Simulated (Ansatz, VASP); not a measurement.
MnSbBrF2: VASP beside Ansatz

```
Mn Sb F Br
1.0
     0.00000    3.63942    0.00000
     5.98663   -1.81971    0.00000
     0.15809    0.00000   -9.05724
Mn Sb F Br
2 2 4 2
Direct
  0.00000 0.00000 0.50000
  0.00000 0.00000 0.00000
  0.29100 0.58200 0.80940
  0.70900 0.41800 0.19060
  0.92400 0.84800 0.75700
  0.07600 0.15200 0.24300
  0.36000 0.72000 0.04884
  0.64000 0.28000 0.95116
  0.36600 0.73200 0.42990
  0.63400 0.26800 0.57010
```

Alike in both runs: task single point; functional PBE; k mesh 5 × 5 × 2; occupations fermi-dirac, width 0.0767 eV; no spin polarisation.

```csv
,VASP,Ansatz
version,VASP 6.6.1,Ansatz 0.2.0
potentials or method,"VASP PAW PBE potentials, release 64 (Mn_pv, Sb, F, Br), cutoff 520 eV",PAW plane waves
valence electrons in the cell,78,102
```

|  | VASP | Ansatz | Ansatz less VASP |
| --- | --- | --- | --- |
| gap on the k mesh at the Fermi level (eV) | none | none | - |
| pressure (GPa) | -5.2 | -4.9 | +0.33 |
| rms of the force components (eV/Å) | 0.457 | 0.467 | +0.0096 |

A gap of «none» marks a metal or a gap that the smearing closes. The functional is the same, so the differences come from potentials, cutoffs and numerics. VASP's potentials hold 78 valence electrons a cell and Ansatz's 102, so a difference there can come from the potentials and not from the codes.

The k mesh is coarse, so the values compare programs but aren't converged. Neither program's run includes spin-orbit coupling.
